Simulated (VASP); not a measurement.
# Si3Se2: single point with PBE

Crystal: Si3Se2.

```
Si Se
1.0
     3.77500    0.00000    0.00000
     0.00000    3.77500    0.00000
     0.00000    0.00000    9.61940
Si Se
3 2
Direct
  0.00000 0.50000 0.14239
  0.50000 0.00000 0.85761
  0.00000 0.00000 0.00000
  0.50000 0.50000 0.29040
  0.50000 0.50000 0.70960
```

```json
{
  "Program": "VASP 6.6.1",
  "Task": "single point",
  "Functional": "PBE",
  "Potentials or basis": "VASP PAW PBE potentials, release 64 (Si, Se)",
  "Cutoff": "520 eV",
  "k mesh": "4 × 4 × 2",
  "Occupations": "gaussian, width 0.2 eV",
  "Spin": "no spin polarisation"
}
```

| Property | Result |
| --- | --- |
| Pressure | 0.1 GPa |
| Largest force | 0.019 eV/Å |

Forces on the atoms (eV/Å):
```
Si   0.000  0.000  0.019
Si   0.000  0.000 -0.019
Si   0.000  0.000  0.000
Se   0.000  0.000 -0.002
Se   0.000  0.000  0.002
```

Stress tensor (GPa, compression positive):
```
0.00 0.00 0.00
0.00 0.00 0.00
0.00 0.00 0.23
```

Levels at points of the mesh, in eV from the Fermi level:
```
           k point  band 10  band 11  band 12  band 13  band 14  band 15
(0.00, 0.00, 0.00)    -1.50    -0.22    -0.22    -0.10     1.09     1.46
(0.50, 0.00, 0.00)    -1.94    -1.47    -0.44     0.81     2.36     2.84
(0.50, 0.50, 0.00)    -2.99    -2.57    -2.57     1.14     1.86     2.09
(0.00, 0.00, 0.50)    -2.16    -0.18    -0.18     0.05     1.06     1.46
(0.50, 0.00, 0.50)    -2.03    -1.47    -0.45     0.55     2.43     2.92
(0.50, 0.50, 0.50)    -3.40    -2.53    -2.53     1.58     1.89     1.89
```

It took 32 s on 1 thread of AMD EPYC 7R43 64-Core Processor (Zen 3), on a shared host, peak memory 0.19 GiB.

Caveat: the k points lie up to 0.42 Å⁻¹ apart; this functional lacks dispersion, which binds the layers, so the pressure and a relaxed spacing across them are unreliable.
